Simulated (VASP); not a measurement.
A run of VASP 6.6.1 is set up as follows.

Contents of INCAR:

```
ALGO = Normal
EDIFF = 1E-7
EDIFFG = -0.005
ENCUT = 500
GGA = PE
GGA_COMPAT = False
IBRION = 2
ISIF = 3
ISMEAR = -1
LASPH = True
LCHARG = False
LREAL = False
LWAVE = False
NELM = 120
NELMIN = 4
NSW = 60
PREC = Accurate
PSTRESS = 440.0
SIGMA = 0.1
```

File KPOINTS:

```
k-points
0
Gamma
  19 19 19
```

The input POSCAR:

```
Ru
1.0
   -1.4682757987      1.4682757987      1.4682757987
    1.4682757987     -1.4682757987      1.4682757987
    1.4682757987      1.4682757987     -1.4682757987
Ru
1
Direct
    0.0000000000      0.0000000000      0.0000000000
```

Potentials or basis: VASP PAW PBE potentials, release 64 (Ru_pv).

Launch:

```bash
$ cat potpaw_PBE.64/Ru_pv/POTCAR > POTCAR
$ mpirun -np 1 vasp_std > vasp.out
```

Task: What does it give for the space group after relaxing (to 0.05 Å)?

Result: Im-3m (No. 229).

Task: What does it give for the relaxed cell?

Result: a = 2.543 Å, b = 2.543 Å, c = 2.543 Å, α = 109.47°, β = 109.47°, γ = 109.47°.

Step by step:
| step | energy change (eV) | largest force (eV/Å) | pressure (GPa) | volume (Å³) |
| --- | --- | --- | --- | --- |
| 1 | 0.0000 | 0.0000 | 43.88 | 12.66 |
| 2 | 0.0047 | 0.0000 | 44.53 | 12.64 |
| 3 | 0.0009 | 0.0000 | 44.02 | 12.66 |

Caveat: the cell is relaxed towards a set pressure, so the enthalpy falls and the energy may rise.
